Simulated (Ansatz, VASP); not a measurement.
# Two plane-wave programs on ZnSiP2

INCAR

```
SYSTEM = ZnSiP2
  PREC = Accurate
  ENCUT = 500
  EDIFF = 1E-6
  ISMEAR = -1
  SIGMA = 0.05
  LREAL = .FALSE.
  LASPH = .TRUE.
  NELM = 120
  ALGO = Normal
  ISIF = 2
  LWAVE = .FALSE.
  LCHARG = .FALSE.
  GGA = PS
  NBANDS = 36
  GGA_COMPAT = .FALSE.
```

The input KPOINTS:

```
Automatic mesh
0
G
  5 5 5
  0 0 0
```

POSCAR

```
ZnSiP2
1.0
   -2.6503917515      2.6503917515      5.1593462405
    2.6503917515     -2.6503917515      5.1593462405
    2.6503917515      2.6503917515     -5.1593462405
Zn Si P
2 2 4
Direct
    0.0000000000      0.0000000000      0.0000000000
    0.7500000000      0.2500000000      0.5000000000
    0.5000000000      0.5000000000      0.0000000000
    0.2500000000      0.7500000000      0.5000000000
    0.3750000000      0.3923010000      0.5173010000
    0.8750000000      0.8576990000      0.4826990000
    0.6076990000      0.1250000000      0.9826990000
    0.1423010000      0.6250000000      0.0173010000
```

Input for Ansatz:

```yaml
crystal:
  lattice:
    - [-2.650391751495959, 2.650391751495959, 5.159346240529065]
    - [2.650391751495959, -2.650391751495959, 5.159346240529065]
    - [2.650391751495959, 2.650391751495959, -5.159346240529065]
  atoms:
    - { symbol: Zn, position: [0.0, 0.0, 0.0] }
    - { symbol: Zn, position: [0.75, 0.25, 0.5] }
    - { symbol: Si, position: [0.5, 0.5, 0.0] }
    - { symbol: Si, position: [0.25, 0.75, 0.5] }
    - { symbol: P, position: [0.375, 0.392301, 0.517301] }
    - { symbol: P, position: [0.875, 0.857699, 0.482699] }
    - { symbol: P, position: [0.607699, 0.125, 0.982699] }
    - { symbol: P, position: [0.142301, 0.625, 0.017301] }
basis:
  ecutwfc: 500.0
kpoints:
  mp_grid:
    grid: [5, 5, 5]
hamiltonian:
  xc: pbesol
  pseudopotentials:
    kind: paw
scf:
  occupations:
    method: fermi_dirac
    width: 0.05
output:
  stress: true
```

Alike in both runs: task single point; functional PBEsol; k mesh 5 × 5 × 5; occupations fermi-dirac, width 0.05 eV; no spin polarisation.

```csv
,VASP,Ansatz
version,VASP 6.6.1,Ansatz 0.2.0
potentials or method,"VASP PAW PBE potentials, release 64 (Zn, Si, P), cutoff 500 eV","plane waves, PAW"
valence electrons in the cell,52,52
```

Ansatz gave:

* pressure (GPa): 3.4

What did VASP give for the same quantities?

Pressure (GPa): 3.5.

VASP's potentials were made for PBE, not for PBEsol. With one functional, cell and mesh, what is left measures potentials, basis and numerics.
